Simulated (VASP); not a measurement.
Sn2PbO3: relaxation of cell and atoms with PBE

The system is Sn2PbO3.

```
Sn Pb O
1.0
     3.92329    0.00000    0.00000
     0.00000    3.92329    0.00000
     0.00000    0.00000   15.16850
Sn Pb O
4 2 6
Direct
  0.50000 0.00000 0.58361
  0.00000 0.50000 0.73381
  0.00000 0.50000 0.41639
  0.50000 0.00000 0.26619
  0.50000 0.00000 0.91842
  0.00000 0.50000 0.08158
  0.50000 0.50000 0.65878
  0.00000 0.00000 0.65878
  0.50000 0.50000 0.00000
  0.00000 0.00000 0.00000
  0.00000 0.00000 0.34122
  0.50000 0.50000 0.34122
```

```json
{
 "Program": "VASP 6.6.1",
 "Task": "relaxation of cell and atoms",
 "Functional": "PBE",
 "Potentials or basis": "VASP PAW PBE potentials, release 64 (Sn_d, Pb_d, O)",
 "Cutoff": "600 eV",
 "k mesh": "8 × 8 × 2",
 "Occupations": "gaussian, width 0.02 eV",
 "Spin": "no spin polarisation",
 "Dipole correction": "no",
 "Further INCAR settings": "ALGO = Normal; EDIFF = 1e-07; IBRION = 2; EDIFFG = -0.01; NSW = 100; ISIF = 3"
}
```

```
Relaxed volume                        : 20.20 Å³/atom
Relaxed cell                          : a = 3.925 Å, b = 3.925 Å, c = 15.733 Å, α = 90.00°, β = 90.00°, γ = 90.00°
Space group after relaxing (to 0.1 Å) : P4/nmm (No. 129)
Energy gained by relaxing             : 1.6 meV/atom
Ionic steps                           : 13
Pressure after relaxing               : 0.0 GPa
Largest force after relaxing          : 0.006 eV/Å
Band gap on the k mesh                : 0.91 eV (least direct gap 1.62 eV)
```

Forces in eV/Å, atoms in the order of the input:
```
Sn   0.000  0.000 -0.006
Sn   0.000  0.000 -0.005
Sn   0.000  0.000  0.006
Sn   0.000  0.000  0.005
Pb   0.000  0.000  0.001
Pb   0.000  0.000 -0.001
O    0.000  0.000 -0.002
O    0.000  0.000 -0.002
O    0.000  0.000  0.000
O    0.000  0.000  0.000
O    0.000  0.000  0.002
O    0.000  0.000  0.002
```

The path:
```tsv
step	energy change (eV)	largest force (eV/Å)	pressure (GPa)	volume (Å³)
1	0.0000	0.0238	0.53	233.48
2	-0.0029	0.1432	-0.20	235.68
3	-0.0031	0.1151	-0.05	235.19
4	-0.0063	0.0822	-0.04	235.99
5	-0.0130	0.0497	-0.04	238.37
6	-0.0140	0.2275	0.02	243.14
7	-0.0155	0.1425	0.00	241.13
8	-0.0183	0.0300	-0.09	242.22
9	-0.0187	0.0242	-0.13	242.74
10	-0.0187	0.0411	0.14	242.17
11	-0.0189	0.0189	0.01	242.45
12	-0.0189	0.0211	0.02	242.42
13	-0.0190	0.0057	0.00	242.42
```

Final structure:
```
Sn Pb O
1.0
     3.92538    0.00000    0.00000
     0.00000    3.92538    0.00000
     0.00000    0.00000   15.73299
Sn Pb O
4 2 6
Direct
  0.50000 0.00000 0.58616
  0.00000 0.50000 0.73172
  0.00000 0.50000 0.41384
  0.50000 0.00000 0.26828
  0.50000 0.00000 0.92120
  0.00000 0.50000 0.07880
  0.50000 0.50000 0.65897
  0.00000 0.00000 0.65897
  0.50000 0.50000 0.00000
  0.00000 0.00000 0.00000
  0.00000 0.00000 0.34103
  0.50000 0.50000 0.34103
```

Levels at points of the mesh, in eV from the valence-band top:
```csv
k point,band 56,band 57,band 58,band 59,band 60,band 61,band 62,band 63,band 64,band 65
"(0.00, 0.00, 0.00)",-1.42,-1.42,-1.14,-0.84,0.00,1.62,1.84,1.90,3.64,3.64
"(0.50, 0.00, 0.00)",-1.96,-1.47,-1.47,-1.31,-1.31,2.52,2.52,2.83,2.83,3.16
"(0.50, 0.50, 0.00)",-2.01,-1.65,-1.65,-0.82,-0.82,0.91,0.91,2.18,2.18,2.19
"(0.00, 0.00, 0.50)",-1.51,-1.42,-1.42,-0.33,-0.20,1.65,1.74,1.94,3.59,3.59
"(0.50, 0.00, 0.50)",-1.86,-1.65,-1.65,-1.23,-1.23,2.50,2.50,2.88,2.88,3.12
"(0.50, 0.50, 0.50)",-1.87,-1.71,-1.71,-0.82,-0.82,1.06,1.06,1.52,1.52,3.04
```

It took 23 min on 4 MPI ranks on AMD EPYC 9R14 (Zen 4), on a shared host, peak memory 0.71 GiB a rank.

Caveat: spin-orbit coupling is left out, which moves the levels of the heavy elements. A k mesh can miss the band edges.
